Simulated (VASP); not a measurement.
# BN (Imm2) in VASP: notebook

Runs on BN. Level: r2SCAN. Tasks: single point.

Everything below comes from runs of VASP 6.6.1. Logs are shortened: lines on timing, memory, paths and dates and some standing lists are left out, and cuts for length are marked.

### Step 1. The cell of the first run

It takes space group Imm2 (No. 44, orthorhombic). Conventional cell: a = 2.564 Å, b = 2.564 Å, c = 3.626 Å, α = 90.00°, β = 90.00°, γ = 90.00°. B (site symmetry mm2) has 2 N at 1.34 Å within 1.8 Å. N (site symmetry mm2) has 2 B at 1.34 Å within 1.8 Å.

### Step 2. Single point, r2SCAN (all N atoms moved -0.500 Å, as atom 2 along Cartesian [0 1 0])

Contents of POSCAR:

```
BN
1.0
    0.0000000000      1.8130010000      1.8130010000
    1.8130010000      0.0000000000      1.8130010000
    1.8130010000      1.8130010000      0.0000000000
B N
1 1
Direct
    0.0000000000      0.0000000000      0.0000000000
    0.6121070810      0.8878929190      0.6121070810
```

Contents of INCAR.step1:

```
SYSTEM = BN
PREC     = Accurate       ! precision mode
ENCUT    = 520            ! plane-wave cutoff, eV
ISMEAR   = 0              ! smearing method
SIGMA    = 0.05           ! smearing width, eV
LREAL    = .False.        ! projectors in reciprocal space
LASPH    = .True.         ! aspherical terms in the spheres
NELM     = 100            ! most SCF steps
NBANDS   = 11             ! bands
GGA      = PE             ! functional
ALGO     = Normal         ! electronic algorithm
EDIFF    = 1E-4           ! SCF threshold, eV
LWAVE    = .True.         ! write WAVECAR
LCHARG   = .False.        ! write CHGCAR
```

Contents of INCAR.step2:

```
SYSTEM = BN
PREC     = Accurate       ! precision mode
ENCUT    = 520            ! plane-wave cutoff, eV
EDIFF    = 1E-6           ! SCF threshold, eV
ISMEAR   = 0              ! smearing method
SIGMA    = 0.05           ! smearing width, eV
LREAL    = .False.        ! projectors in reciprocal space
LASPH    = .True.         ! aspherical terms in the spheres
NELM     = 100            ! most SCF steps
ALGO     = Normal         ! electronic algorithm
ISIF     = 2              ! what is computed and relaxed
LWAVE    = .False.        ! write WAVECAR
LCHARG   = .False.        ! write CHGCAR
METAGGA  = R2SCAN         ! meta-GGA
LMIXTAU  = .True.       
NBANDS   = 11             ! bands
ISTART   = 1
```

Contents of KPOINTS:

```
regular mesh
0
Gamma
  12 12 12
  0 0 0
```

Potentials or basis: VASP PAW PBE potentials, release 64 (B, N).

Started as:

```bash
cat potpaw_PBE.64/B/POTCAR potpaw_PBE.64/N/POTCAR > POTCAR
cp INCAR.step1 INCAR
mpirun -np 1 vasp_std > vasp.out
cp INCAR.step2 INCAR
mpirun -np 1 vasp_std > vasp.out
```

OUTCAR:

```text
SYSTEM = BN
   PREC = Accurate
   ENCUT = 520
   EDIFF = 1E-6
   ISMEAR = 0
   LREAL = .False.
   LASPH = .True.
   NELM = 100
   ISIF = 2
   METAGGA = R2SCAN
   ISTART = 1

 ion  position               nearest neighbor table
   1  0.000  0.000  0.000-   2 1.34   2 1.34   2 1.90   2 1.90
   2  0.612  0.888  0.612-   1 1.34   1 1.34   1 1.90   1 1.90

  LATTYP: Found a face centered cubic cell.
 ALAT       =     3.6260020000

  Lattice vectors:

 A1 = (   0.0000000000,   1.8130010000,   1.8130010000)
 A2 = (   1.8130010000,   0.0000000000,   1.8130010000)
 A3 = (   1.8130010000,   1.8130010000,   0.0000000000)

Analysis of symmetry for initial positions (statically):
=====================================================================
 Subroutine PRICEL returns:
 Original cell was already a primitive cell.

 Routine SETGRP: Setting up the symmetry group for a
 face centered cubic supercell.

 Subroutine GETGRP returns: Found  4 space group operations
 (whereof  4 operations were pure point group operations)
 out of a pool of 48 trial point group operations.

The static configuration has the point symmetry C_2v.

Analysis of symmetry for dynamics (positions and initial velocities):
=====================================================================
 Subroutine PRICEL returns:
 Original cell was already a primitive cell.

 Routine SETGRP: Setting up the symmetry group for a
 face centered cubic supercell.

 Subroutine GETGRP returns: Found  4 space group operations
 (whereof  4 operations were pure point group operations)
 out of a pool of 48 trial point group operations.

The dynamic configuration has the point symmetry C_2v.

 Subroutine INISYM returns: Found  4 space group operations
 (whereof  4 operations are pure point group operations),
 and found     1 'primitive' translations

----------------------------------------------------------------------------------------

                                     Primitive cell

  volume of cell :      11.9186

  direct lattice vectors                    reciprocal lattice vectors
     0.000000000  1.813001000  1.813001000    -0.275785838  0.275785838  0.275785838
     1.813001000  0.000000000  1.813001000     0.275785838 -0.275785838  0.275785838
     1.813001000  1.813001000  0.000000000     0.275785838  0.275785838 -0.275785838

  length of vectors
     2.563970603  2.563970603  2.563970603     0.477675083  0.477675083  0.477675083

  position of ions in fractional coordinates (direct lattice)
     0.000000000  0.000000000  0.000000000
     0.612107081  0.887892919  0.612107081

  ion indices of the primitive-cell ions
   primitive index   ion index
                 1           1
                 2           2

----------------------------------------------------------------------------------------

 KPOINTS: regular mesh

Automatic generation of k-mesh.
 Grid dimensions read from file:
 generate k-points for:   12   12   12

 Generating k-lattice:

  Cartesian coordinates                     Fractional coordinates (reciprocal lattice)
    -0.022982153  0.022982153  0.022982153     0.083333333  0.000000000  0.000000000
     0.022982153 -0.022982153  0.022982153     0.000000000  0.083333333  0.000000000
     0.022982153  0.022982153 -0.022982153     0.000000000  0.000000000  0.083333333

  Length of vectors
     0.039806257  0.039806257  0.039806257

  Shift w.r.t. Gamma in fractional coordinates (k-lattice)
     0.000000000  0.000000000  0.000000000

 Subroutine IBZKPT returns following result:
 ===========================================

 Found    280 irreducible k-points:

 Following reciprocal coordinates:
            Coordinates               Weight
  0.000000  0.000000  0.000000      1.000000
  0.083333  0.000000  0.000000      4.000000
  0.000000  0.083333  0.000000      4.000000
  0.166667  0.000000  0.000000      4.000000
  0.000000  0.166667  0.000000      4.000000
  0.250000  0.000000  0.000000      4.000000
[... 16 lines left out ...]
  0.250000  0.166667  0.250000      4.000000
  0.333333  0.083333  0.000000      8.000000
 [... further k-points ...]
   k-points           NKPTS =    280   k-points in BZ     NKDIM =    280   number of bands    NBANDS=     11
   number of dos      NEDOS =    301   number of ions     NIONS =      2
   total plane-waves  NPLWV =   8000
   dimension x,y,z NGX =    20 NGY =   20 NGZ =   20
   dimension x,y,z NGXF=    40 NGYF=   40 NGZF=   40
   ions per type =               1   1
   NGX,Y,Z   is equivalent  to a cutoff of  12.97, 12.97, 12.97 a.u.
   NGXF,Y,Z  is equivalent  to a cutoff of  25.94, 25.94, 25.94 a.u.
 SYSTEM =  BN
   PREC   = accura    normal or accurate (medium, high low for compatibility)
   ISTART =      1    job   : 0-new  1-cont  2-samecut
   ICHARG =      0    charge: 1-file 2-atom 10-const
   ISPIN  =      1    spin polarized calculation?
   LNONCOLLINEAR =      F non collinear calculations
   LSORBIT =      F    spin-orbit coupling
   LASPH  =      T    aspherical Exc in radial PAW
   ENCUT  =  520.0 eV  38.22 Ry    6.18 a.u.   4.77  4.77  4.77*2*pi/ulx,y,z
   NELM   =    100;   NELMIN=  2; NELMDL=  0     # of ELM steps
   EDIFF  = 0.1E-05   stopping-criterion for ELM
   LREAL  =      F    real-space projection
   EDIFFG = 0.1E-04   stopping-criterion for IOM
   NSW    =      0    number of steps for IOM
   IBRION =     -1    ionic relax: 0-MD 1-quasi-New 2-CG
   NFREE  =      0    steps in history (QN), initial steepest desc. (CG)
   ISIF   =      2    stress and relaxation
   ISYM   =      2    0-nonsym 1-usesym 2-fastsym
   POTIM  = 0.5000    time-step for ionic-motion
   TEBEG  =    0.0;   TEEND  =   0.0 temperature during run
   PSTRESS=    0.0 pullay stress
   NELECT =       8.0000    total number of electrons
   NUPDOWN=      -1.0000    fix difference up-down
   EMIN   =  10.00;   EMAX   =-10.00  energy-range for DOS
   EFERMI =   0.00;   METHOD = LEGACY
   ISMEAR =     0;   SIGMA  =   0.05  broadening in eV -4-tet -1-fermi 0-gaus
   EFERMI_NEDOS =   21; number of points for ismear=-14 and -15
   IALGO  =     38    algorithm
   IMIX   =      4    mixing-type and parameters
     AMIX     =   0.40;   BMIX     =  1.00
     AMIX_MAG =   1.60;   BMIX_MAG =  1.00
  volume/ion in A,a.u.               =       5.96        40.22
  Fermi-wavevector in a.u.,A,eV,Ry     =   1.433387  2.708709 27.954506  2.054598
  Thomas-Fermi vector in A             =   2.552911
   LORBIT       =      0    0 simple, 1 ext, 2 COOP (PROOUT), +10 PAW based schemes
   METAGGA = R2SCAN    functional components
   LHFCALC =     F    Hartree Fock is set to
   AEXX    =    0.0000 exact exchange contribution
   IVDW    =     0    specifies the selected vdW correction
   LEPSILON=     F    determine dielectric tensor
   LRPA    =     F    only Hartree local field effects (RPA)
 non-spin polarized calculation
 Gauss-broadening in eV      SIGMA  =   0.05
  energy-cutoff  :      520.00
  volume of cell :       11.92
 maximum number of plane-waves:       332
   NGX =  9   NGY =  9   NGZ =  9

 number of electron       8.0000000 magnetization

 Free energy of the ion-electron system (eV)
  ---------------------------------------------------
  ext. energy  EPLUGINS =         0.00000000
  ---------------------------------------------------
  free energy    TOTEN  =       -16.95894946 eV

  energy without entropy =      -16.95894946  energy(sigma->0) =      -16.95894946

 E-fermi :   8.8260     XC(G=0): -13.5414

 val. band max:        8.4601060005   @ k =   0.1667   0.0000  -0.1667
 cond. band min:       9.8733910283   @ k =   0.5000   0.5000   0.0000
 fundamental gap:      1.4132850278
 Fermi energy:         8.8260217768

 k-point     1 :       0.0000    0.0000    0.0000
  band No.  band energies     occupation
      1     -14.1548      2.00000
      2       1.6133      2.00000
      3       8.0682      2.00000
      4       8.4057      2.00000
      5      15.2163      0.00000
      6      18.2421      0.00000
      7      18.3348      0.00000
      8      22.9381      0.00000
      9      31.2859      0.00000
     10      31.3229      0.00000
     11      35.3853      0.00000

 k-point     2 :       0.0833    0.0000    0.0000
  band No.  band energies     occupation
      1     -13.9961      2.00000
      2       1.3145      2.00000
      3       8.0051      2.00000
      4       8.0513      2.00000
      5      15.1556      0.00000
      6      18.1163      0.00000
      7      18.2612      0.00000
      8      23.9660      0.00000
      9      30.6608      0.00000
     10      31.0685      0.00000
     11      34.7943      0.00000

 k-point     3 :       0.0000    0.0833    0.0000
  band No.  band energies     occupation
      1     -13.9806      2.00000
      2       1.5406      2.00000
      3       7.0371      2.00000
      4       8.3382      2.00000
      5      15.4835      0.00000
      6      18.0712      0.00000
      7      18.8547      0.00000
      8      23.1843      0.00000
      9      30.7751      0.00000
     10      31.9838      0.00000
     11      34.0464      0.00000

 k-point     4 :       0.1667    0.0000    0.0000
  band No.  band energies     occupation
      1     -13.5287      2.00000
      2       0.4411      2.00000
      3       7.1829      2.00000
      4       7.8516      2.00000
      5      14.8658      0.00000
      6      17.6615      0.00000
      7      18.8747      0.00000
      8      25.8782      0.00000
      9      30.2408      0.00000
     10      30.4038      0.00000
     11      33.0674      0.00000
[... 239 lines left out ...]
 k-point    22 :       0.0833    0.0000    0.2500
  band No.  band energies     occupation
      1     -12.8582      2.00000
      2      -0.3590      2.00000
      3       5.8227      2.00000
      4       6.7644      2.00000
      5      15.1950      0.00000
      6      18.5794      0.00000
      7      19.5404      0.00000
      8      25.7508      0.00000
      9      27.9072      0.00000
     10      32.8251      0.00000
     11      33.9797      0.00000

 k-point    23 :       0.2500    0.1667    0.2500
  band No.  band energies     occupation
      1     -12.7909      2.00000
      2       0.8609      2.00000
      3       2.8842      2.00000
      4       7.7048      2.00000
      5      15.4418      0.00000
      6      18.8268      0.00000
      7      20.3537      0.00000
      8      24.5890      0.00000
      9      28.2914      0.00000
     10      32.1639      0.00000
     11      34.2112      0.00000

 k-point    24 :       0.3333    0.0833    0.0000
  band No.  band energies     occupation
      1     -12.0706      2.00000
      2      -1.8967      2.00000
      3       5.3187      2.00000
      4       7.4964      2.00000
      5      14.7223      0.00000
      6      15.5584      0.00000
      7      21.5041      0.00000
      8      27.2329      0.00000
      9      29.2425      0.00000
     10      32.0872      0.00000
     11      32.9292      0.00000

 [... further k-points ...]

------------------------ aborting loop because EDIFF is reached ----------------------------------------

  FORCE on cell =-STRESS in cart. coord.  units (eV):
  Direction    XX          YY          ZZ          XY          YZ          ZX
  --------------------------------------------------------------------------------------
  -------------------------------------------------------------------------------------
  Total        4.4203182      3.1230870      4.4203182      0.0000000      0.0000000     -0.0850499
  in kB      594.2100512    419.8271627    594.2100512      0.0000000      0.0000000    -11.4330001
  external PRESSURE =     536.0824217 kB  Pullay stress =       0.0000000 kB

 VOLUME and BASIS-vectors are now :
 -----------------------------------------------------------------------------
  energy-cutoff  :      520.00
  volume of cell :       11.92
      direct lattice vectors                 reciprocal lattice vectors
     0.000000000  1.813001000  1.813001000    -0.275785838  0.275785838  0.275785838
     1.813001000  0.000000000  1.813001000     0.275785838 -0.275785838  0.275785838
     1.813001000  1.813001000  0.000000000     0.275785838  0.275785838 -0.275785838

 POSITION                                       TOTAL-FORCE (eV/Angst)
 -----------------------------------------------------------------------------------
      0.00000      0.00000      0.00000         0.000000     -6.155498      0.000000
      2.71950      2.21950      2.71950         0.000000      6.155498      0.000000
 -----------------------------------------------------------------------------------
    total drift:                               -0.000001     -0.000042     -0.000001

  FREE ENERGIE OF THE ION-ELECTRON SYSTEM (eV)
  ---------------------------------------------------
  free  energy   TOTEN  =       -16.9589494623 eV

  energy  without entropy=      -16.9589494623  energy(sigma->0) =      -16.95894946
```

It took 2.7 min on 1 thread of Intel Xeon 8259CL, shared host; peak memory 0.15 GiB.

What came out:

| Property | Result |
| --- | --- |
| Free energy | -16.9589 eV |
| Pressure | 53.6 GPa |
| Largest force | 6.155 eV/Å |
| Band gap on the k mesh | 1.41 eV (least direct gap 6.21 eV) |

Forces on the atoms (eV/Å):
```
B    0.000 -6.155  0.000
N    0.000  6.155  0.000
```

Stress tensor (GPa, compression positive):
```
59.42  0.00 -1.14
 0.00 41.98  0.00
-1.14  0.00 59.42
```

Caveat: the cell differs from its parent crystal (all N atoms moved -0.500 Å, as atom 2 along Cartesian [0 1 0]); the cell stands under pressure; the PAW data sets were made with another functional, which shifts forces and pressure a little.

### Step 3. Single point, r2SCAN (all N atoms moved +0.375 Å, as atom 2 along Cartesian [0 1 0])

POSCAR: that of step 2 with these lines changed.

```diff
@@ -9,2 +9,2 @@
     0.0000000000      0.0000000000      0.0000000000
-    0.6121070810      0.8878929190      0.6121070810
+    0.8534196892      0.6465803108      0.8534196892
```

Contents of INCAR.step1:

```
PREC = Accurate ; ENCUT = 520
ISMEAR = 0 ; SIGMA = 0.05
LREAL = F ; LASPH = T
NELM = 60 ; NBANDS = 11
GGA = PE ; ALGO = Normal
EDIFF = 1E-4 ; LWAVE = T
LCHARG = F
```

Contents of INCAR.step2:

```
PREC = Accurate ; ENCUT = 520
EDIFF = 1E-6 ; ISMEAR = 0
SIGMA = 0.05 ; LREAL = F
LASPH = T ; NELM = 60
ALGO = Normal ; ISIF = 2
LWAVE = F ; LCHARG = F
METAGGA = R2SCAN ; LMIXTAU = T
NBANDS = 11 ; ISTART = 1
```

Contents of KPOINTS:

```
Automatic mesh
0
Gamma
  12 12 12
```

Potentials or basis: VASP PAW PBE potentials, release 64 (B, N).

Started as:

```bash
cat potpaw_PBE.64/B/POTCAR potpaw_PBE.64/N/POTCAR > POTCAR
cp INCAR.step1 INCAR
mpirun -np 1 vasp_std > vasp.out
cp INCAR.step2 INCAR
mpirun -np 1 vasp_std > vasp.out
```

Run time: 2.5 min. Hardware: 1 thread of Intel Xeon 8259CL, shared host; peak memory 0.15 GiB.

It converged, with:

- Free energy: -17.7507 eV
- Pressure: 31.7 GPa
- Largest force: 6.307 eV/Å
- Band gap on the k mesh: 2.16 eV (least direct gap 6.75 eV)

Forces on the atoms (eV/Å):
```
B    0.000  6.307  0.000
N    0.000 -6.307  0.000
```

Stress tensor (GPa, compression positive):
```
36.12  0.00  2.60
 0.00 22.80  0.00
 2.60  0.00 36.12
```

Levels at points of the mesh, in eV from the valence-band top:
```tsv
k point	band 1	band 2	band 3	band 4	band 5	band 6	band 7	band 8
(0.00, 0.00, 0.00)	-22.65	-5.59	-0.43	-0.13	6.79	8.51	9.79	12.53
(0.50, 0.00, 0.00)	-18.48	-11.85	-6.77	-1.09	5.65	9.88	13.50	14.02
(0.00, 0.50, 0.00)	-18.75	-12.95	-4.08	-1.36	7.22	7.24	14.77	16.69
(0.50, 0.50, 0.00)	-17.51	-11.17	-5.62	-5.48	2.16	5.69	19.69	20.25
(0.50, 0.00, 0.50)	-16.92	-10.66	-8.78	-5.46	3.82	8.80	15.87	17.60
```

Caveat: the cell differs from its parent crystal (all N atoms moved +0.375 Å, as atom 2 along Cartesian [0 1 0]); the cell stands under pressure; the PAW data sets were made with another functional, which shifts forces and pressure a little. A k mesh can miss the band edges.

[end of part 1 of 2]
